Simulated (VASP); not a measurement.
# Ga4SbAs (P4/mmm) in VASP: a series of runs

Runs on Ga4SbAs. Level: PBE. Tasks: single point.

All numbers are computed with VASP 6.6.1; they aren't measurements. Logs are shortened: lines on timing, memory, paths and dates and some standing lists are left out, and cuts for length are marked.

### Step 1. The cell of the first run

Symmetry: P4/mmm, No. 123, tetragonal system. The conventional cell has a = 8.311 Å, b = 8.311 Å, c = 5.399 Å, α = 90.00°, β = 90.00°, γ = 90.00°. Ga (site symmetry m2m) has 1 Sb at 2.75 Å and 1 Ga at 2.81 Å within 3.6 Å. Sb (site symmetry 4/mmm) has 2 As at 2.70 Å and 4 Ga at 2.75 Å within 3.6 Å. Within 3.6 Å of As (site symmetry 4/mmm) lie 2 Sb at 2.70 Å.

The cell was generated, and may not be a known phase.

### Step 2. Single point, PBE

Input file INCAR:

```
PREC = Accurate
ENCUT = 520
EDIFF = 1E-7
ISMEAR = 0
SIGMA = 0.1
LREAL = False
LASPH = True
NELM = 60
ALGO = Fast
ISIF = 2
LWAVE = False
LCHARG = False
GGA = PE
NBANDS = 40
```

Input file KPOINTS:

```
Automatic mesh
0
Gamma
  6 6 8
```

Input file POSCAR:

```
Ga4SbAs
1.0
    8.3107737775      0.0000000000      0.0000000000
    0.0000000000      8.3107737775      0.0000000000
    0.0000000000      0.0000000000      5.3989358773
Ga Sb As
4 1 1
Direct
    0.3310461621      0.0000000000      0.0000000000
    0.6689538379      0.0000000000      0.0000000000
    0.0000000000      0.6689538379      0.0000000000
    0.0000000000      0.3310461621      0.0000000000
    0.0000000000      0.0000000000      0.0000000000
    0.0000000000      0.0000000000      0.5000000000
```

Potentials or basis: VASP PAW PBE potentials, release 64 (Ga_d, Sb, As).

On the command line:

```sh
$ cat potpaw_PBE.64/Ga_d/POTCAR potpaw_PBE.64/Sb/POTCAR potpaw_PBE.64/As/POTCAR > POTCAR
$ mpirun -np 1 vasp_std > vasp.out
```

OUTCAR:

```text
PREC = Accurate
   ENCUT = 520
   EDIFF = 1E-7
   ISMEAR = 0
   LREAL = False
   LASPH = True
   NELM = 60
   ISIF = 2
   GGA = PE

 ion  position               nearest neighbor table
   1  0.331  0.000  0.000-   5 2.75   2 2.81
   2  0.669  0.000  0.000-   5 2.75   1 2.81
   3  0.000  0.669  0.000-   5 2.75   4 2.81
   4  0.000  0.331  0.000-   5 2.75   3 2.81
   5  0.000  0.000  0.000-   6 2.70   6 2.70   3 2.75   4 2.75   1 2.75   2 2.75
   6  0.000  0.000  0.500-   5 2.70   5 2.70

  LATTYP: Found a simple tetragonal cell.
 ALAT       =     8.3107737775
 C/A-ratio  =     0.6496309516

  Lattice vectors:

 A1 = (   8.3107737775,   0.0000000000,   0.0000000000)
 A2 = (   0.0000000000,   8.3107737775,   0.0000000000)
 A3 = (   0.0000000000,   0.0000000000,   5.3989358773)

Analysis of symmetry for initial positions (statically):
=====================================================================
 Subroutine PRICEL returns:
 Original cell was already a primitive cell.

 Routine SETGRP: Setting up the symmetry group for a
 simple tetragonal supercell.

 Subroutine GETGRP returns: Found 16 space group operations
 (whereof 16 operations were pure point group operations)
 out of a pool of 16 trial point group operations.

The static configuration has the point symmetry D_4h.

Analysis of symmetry for dynamics (positions and initial velocities):
=====================================================================
 Subroutine PRICEL returns:
 Original cell was already a primitive cell.

 Routine SETGRP: Setting up the symmetry group for a
 simple tetragonal supercell.

 Subroutine GETGRP returns: Found 16 space group operations
 (whereof 16 operations were pure point group operations)
 out of a pool of 16 trial point group operations.

The dynamic configuration has the point symmetry D_4h.

 Subroutine INISYM returns: Found 16 space group operations
 (whereof 16 operations are pure point group operations),
 and found     1 'primitive' translations

----------------------------------------------------------------------------------------

                                     Primitive cell

  volume of cell :     372.8989

  direct lattice vectors                    reciprocal lattice vectors
     8.310773777  0.000000000  0.000000000     0.120325739  0.000000000  0.000000000
     0.000000000  8.310773777  0.000000000     0.000000000  0.120325739  0.000000000
     0.000000000  0.000000000  5.398935877     0.000000000  0.000000000  0.185221685

  length of vectors
     8.310773777  8.310773777  5.398935877     0.120325739  0.120325739  0.185221685

  position of ions in fractional coordinates (direct lattice)
     0.331046162  0.000000000  0.000000000
     0.668953838  0.000000000  0.000000000
     0.000000000  0.668953838  0.000000000
     0.000000000  0.331046162  0.000000000
     0.000000000  0.000000000  0.000000000
     0.000000000  0.000000000  0.500000000

  ion indices of the primitive-cell ions
   primitive index   ion index
                 1           1
                 2           2
                 3           3
                 4           4
                 5           5
                 6           6

----------------------------------------------------------------------------------------

 KPOINTS: Automatic mesh

Automatic generation of k-mesh.
 Grid dimensions read from file:
 generate k-points for:    6    6    8

 Generating k-lattice:

  Cartesian coordinates                     Fractional coordinates (reciprocal lattice)
     0.020054290  0.000000000  0.000000000     0.166666667  0.000000000  0.000000000
     0.000000000  0.020054290  0.000000000     0.000000000  0.166666667  0.000000000
     0.000000000  0.000000000  0.023152711     0.000000000  0.000000000  0.125000000

  Length of vectors
     0.020054290  0.020054290  0.023152711

  Shift w.r.t. Gamma in fractional coordinates (k-lattice)
     0.000000000  0.000000000  0.000000000

 Subroutine IBZKPT returns following result:
 ===========================================

 Found     50 irreducible k-points:

 Following reciprocal coordinates:
            Coordinates               Weight
  0.000000  0.000000  0.000000      1.000000
  0.166667  0.000000  0.000000      4.000000
  0.333333  0.000000  0.000000      4.000000
  0.500000  0.000000  0.000000      2.000000
  0.166667  0.166667  0.000000      4.000000
  0.333333  0.166667  0.000000      8.000000
[... 16 lines left out ...]
  0.333333  0.000000  0.250000      8.000000
  0.500000  0.000000  0.250000      4.000000
 [... further k-points ...]
   k-points           NKPTS =     50   k-points in BZ     NKDIM =     50   number of bands    NBANDS=     40
   number of dos      NEDOS =    301   number of ions     NIONS =      6
   total plane-waves  NPLWV = 163840
   dimension x,y,z NGX =    64 NGY =   64 NGZ =   40
   dimension x,y,z NGXF=   128 NGYF=  128 NGZF=   80
   ions per type =               4   1   1
   NGX,Y,Z   is equivalent  to a cutoff of  12.80, 12.80, 12.32 a.u.
   NGXF,Y,Z  is equivalent  to a cutoff of  25.60, 25.60, 24.63 a.u.
 SYSTEM =  unknown system
   PREC   = accura    normal or accurate (medium, high low for compatibility)
   ISTART =      0    job   : 0-new  1-cont  2-samecut
   ICHARG =      2    charge: 1-file 2-atom 10-const
   ISPIN  =      1    spin polarized calculation?
   LNONCOLLINEAR =      F non collinear calculations
   LSORBIT =      F    spin-orbit coupling
   LASPH  =      T    aspherical Exc in radial PAW
   ENCUT  =  520.0 eV  38.22 Ry    6.18 a.u.  15.45 15.45 10.04*2*pi/ulx,y,z
   NELM   =     60;   NELMIN=  2; NELMDL= -5     # of ELM steps
   EDIFF  = 0.1E-06   stopping-criterion for ELM
   LREAL  =      F    real-space projection
   EDIFFG = 0.1E-05   stopping-criterion for IOM
   NSW    =      0    number of steps for IOM
   IBRION =     -1    ionic relax: 0-MD 1-quasi-New 2-CG
   NFREE  =      0    steps in history (QN), initial steepest desc. (CG)
   ISIF   =      2    stress and relaxation
   ISYM   =      2    0-nonsym 1-usesym 2-fastsym
   POTIM  = 0.5000    time-step for ionic-motion
   TEBEG  =    0.0;   TEEND  =   0.0 temperature during run
   PSTRESS=    0.0 pullay stress
   NELECT =      62.0000    total number of electrons
   NUPDOWN=      -1.0000    fix difference up-down
   EMIN   =  10.00;   EMAX   =-10.00  energy-range for DOS
   EFERMI =   0.00;   METHOD = LEGACY
   ISMEAR =     0;   SIGMA  =   0.10  broadening in eV -4-tet -1-fermi 0-gaus
   EFERMI_NEDOS =   21; number of points for ismear=-14 and -15
   IALGO  =     68    algorithm
   IMIX   =      4    mixing-type and parameters
     AMIX     =   0.40;   BMIX     =  1.00
     AMIX_MAG =   1.60;   BMIX_MAG =  1.00
  volume/ion in A,a.u.               =      62.15       419.41
  Fermi-wavevector in a.u.,A,eV,Ry     =   0.900206  1.701142 11.025754  0.810370
  Thomas-Fermi vector in A             =   2.023134
   LORBIT       =      0    0 simple, 1 ext, 2 COOP (PROOUT), +10 PAW based schemes
   GGA     = PE    functional components
   LHFCALC =     F    Hartree Fock is set to
   AEXX    =    0.0000 exact exchange contribution
   IVDW    =     0    specifies the selected vdW correction
   LEPSILON=     F    determine dielectric tensor
   LRPA    =     F    only Hartree local field effects (RPA)
 non-spin polarized calculation
 RMM-DIIS sequential band-by-band and
 Gauss-broadening in eV      SIGMA  =   0.10
  energy-cutoff  :      520.00
  volume of cell :      372.90
 maximum number of plane-waves:     10073
 NGX is ok and might be reduce to    64
   NGX = 31   NGY = 31   NGZ = 21

 number of electron      62.0000024 magnetization

 Free energy of the ion-electron system (eV)
  ---------------------------------------------------
  ext. energy  EPLUGINS =         0.00000000
  ---------------------------------------------------
  free energy    TOTEN  =       -15.07410791 eV

  energy without entropy =      -15.05150772  energy(sigma->0) =      -15.06280782

 E-fermi :  -0.4397     XC(G=0):  -5.4449

 val. band max:       -0.4443362661   @ k =   0.5000   0.1667   0.5000
 cond. band min:      -0.4282938360   @ k =   0.5000   0.0000   0.5000
 fundamental gap:      0.0160424302
 Fermi energy:        -0.4397225599

 k-point     1 :       0.0000    0.0000    0.0000
  band No.  band energies     occupation
      1     -15.7923      2.00000
      2     -15.7475      2.00000
      3     -15.7044      2.00000
      4     -15.7042      2.00000
      5     -15.7030      2.00000
      6     -15.7030      2.00000
[... 32 lines left out ...]
     39       1.6464      0.00000
     40       1.6465      0.00000

 k-point     2 :       0.1667    0.0000    0.0000
  band No.  band energies     occupation
      1     -15.7889      2.00000
      2     -15.7498      2.00000
      3     -15.7042      2.00000
      4     -15.7038      2.00000
      5     -15.7031      2.00000
      6     -15.7028      2.00000
[... 32 lines left out ...]
     39       1.9108      0.00000
     40       1.9713      0.00000

 k-point     3 :       0.3333    0.0000    0.0000
  band No.  band energies     occupation
      1     -15.7803      2.00000
      2     -15.7561      2.00000
      3     -15.7039      2.00000
      4     -15.7033      2.00000
      5     -15.7027      2.00000
      6     -15.7020      2.00000
[... 32 lines left out ...]
     39       2.3445      0.00000
     40       3.0713      0.00000

 k-point     4 :       0.5000    0.0000    0.0000
  band No.  band energies     occupation
      1     -15.7728      2.00000
      2     -15.7624      2.00000
      3     -15.7038      2.00000
      4     -15.7034      2.00000
      5     -15.7016      2.00000
      6     -15.7013      2.00000
[... 32 lines left out ...]
     39       2.3737      0.00000
     40       2.5628      0.00000
[... 772 lines left out ...]
     39       2.4115      0.00000
     40       2.4423      0.00000

 k-point    23 :       0.3333    0.0000    0.2500
  band No.  band energies     occupation
      1     -15.7797      2.00000
      2     -15.7560      2.00000
      3     -15.7041      2.00000
      4     -15.7034      2.00000
      5     -15.7024      2.00000
      6     -15.7022      2.00000
[... 32 lines left out ...]
     39       2.4462      0.00000
     40       3.0286      0.00000

 k-point    24 :       0.5000    0.0000    0.2500
  band No.  band energies     occupation
      1     -15.7722      2.00000
      2     -15.7623      2.00000
      3     -15.7039      2.00000
      4     -15.7035      2.00000
      5     -15.7017      2.00000
      6     -15.7012      2.00000
[... 32 lines left out ...]
     39       2.4407      0.00000
     40       2.4666      0.00000

 [... further k-points ...]
[... 5 lines left out ...]
  --------------------------------------------------------------------------------------
  -------------------------------------------------------------------------------------
  Total        0.0457308      0.0457308      0.0722604      0.0000000      0.0000000     -0.0000000
  in kB        0.1964846      0.1964846      0.3104703      0.0000000      0.0000000     -0.0000000
  external PRESSURE =       0.2344798 kB  Pullay stress =       0.0000000 kB

 VOLUME and BASIS-vectors are now :
 -----------------------------------------------------------------------------
  energy-cutoff  :      520.00
  volume of cell :      372.90
      direct lattice vectors                 reciprocal lattice vectors
     8.310773777  0.000000000  0.000000000     0.120325739  0.000000000  0.000000000
     0.000000000  8.310773777  0.000000000     0.000000000  0.120325739  0.000000000
     0.000000000  0.000000000  5.398935877     0.000000000  0.000000000  0.185221685

 POSITION                                       TOTAL-FORCE (eV/Angst)
 -----------------------------------------------------------------------------------
      2.75125      0.00000      0.00000         0.007778      0.000000      0.000000
      5.55952      0.00000      0.00000        -0.007778     -0.000000      0.000000
      0.00000      5.55952      0.00000         0.000000     -0.007778      0.000000
      0.00000      2.75125      0.00000        -0.000000      0.007778     -0.000000
      0.00000      0.00000      0.00000         0.000000      0.000000      0.000000
      0.00000      0.00000      2.69947         0.000000      0.000000      0.000000
 -----------------------------------------------------------------------------------
    total drift:                                0.000000      0.000000     -0.000000

  FREE ENERGIE OF THE ION-ELECTRON SYSTEM (eV)
  ---------------------------------------------------
  free  energy   TOTEN  =       -15.0741079070 eV

  energy  without entropy=      -15.0515077231  energy(sigma->0) =      -15.06280782
```

It took 9.8 min on 1 thread of Intel Xeon Platinum 8488C (Sapphire Rapids), shared host; peak memory 0.86 GiB.

Results:

```
Free energy            : -15.0741 eV
Pressure               : 0.0 GPa
Largest force          : 0.008 eV/Å
Band gap on the k mesh : zero (bands 31 and 32 overlap by 1.09 eV)
```

Forces in eV/Å, atoms in the order of the input:
```
Ga   0.008  0.000  0.000
Ga  -0.008  0.000  0.000
Ga   0.000 -0.008  0.000
Ga   0.000  0.008  0.000
Sb   0.000  0.000  0.000
As   0.000  0.000  0.000
```

Levels at points of the mesh, in eV from the Fermi level:
```tsv
k point	band 29	band 30	band 31	band 32	band 33	band 34
(0.00, 0.00, 0.00)	-0.63	0.52	0.58	0.58	0.85	1.08
(0.50, 0.00, 0.00)	-0.62	-0.19	0.17	0.61	0.90	0.91
(0.50, 0.50, 0.00)	-3.03	-0.61	0.17	0.17	0.91	0.91
(0.00, 0.00, 0.50)	-0.35	0.21	0.21	0.24	0.43	0.72
(0.50, 0.00, 0.50)	-1.26	-0.14	0.01	0.32	0.39	0.84
(0.50, 0.50, 0.50)	-1.48	-1.48	-0.39	0.38	0.92	1.23
```

Caveat: spin-orbit coupling is left out, which moves the levels of the heavy elements.

(Continued in part 2 of 2.)

The gap in the log of VASP goes by the Fermi energy; the results here count the filled bands.